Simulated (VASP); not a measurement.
The system is Pd.

```
CELL_PARAMETERS angstrom
2.78367 0.00000 0.00000
-1.39183 2.41072 0.00000
0.00000 0.00000 4.62889
ATOMIC_POSITIONS crystal
Pd 0.66667 0.33333 0.75000
Pd 0.33333 0.66667 0.25000
```

| Property | Result |
| --- | --- |
| Program | VASP 6.6.1 |
| Task | relaxation of cell and atoms |
| Functional | PBEsol |
| Potentials or basis | VASP PAW PBE potentials, release 64 (Pd) |
| Cutoff | 600 eV |
| k mesh | 9 × 9 × 4 |
| Occupations | gaussian, width 0.1 eV |
| Spin | no spin polarisation |

At the start: pressure -10.5 GPa; volume 15.53 Å³/atom.

Task: How do energy, volume and symmetry change on relaxing?

Result: Over 4 steps the energy falls by 32.9 meV/atom and the volume is 14.60 Å³/atom (-6.0 %); space group P6_3/mmc (No. 194, to 0.05 Å).

Step by step:
```csv
step,energy change (eV),largest force (eV/Å),pressure (GPa),volume (Å³)
1,0.0000,0.0000,-10.53,31.06
2,0.0989,0.0000,23.23,26.70
3,-0.0657,0.0000,-0.28,29.24
4,-0.0657,0.0000,0.00,29.21
```

Final structure:
```
CELL_PARAMETERS angstrom
2.72566 0.00000 0.00000
-1.36283 2.36049 0.00000
0.00000 0.00000 4.53928
ATOMIC_POSITIONS crystal
Pd 0.66667 0.33333 0.75000
Pd 0.33333 0.66667 0.25000
```

Caveat: the PAW data sets were made with another functional, which shifts forces and pressure a little.
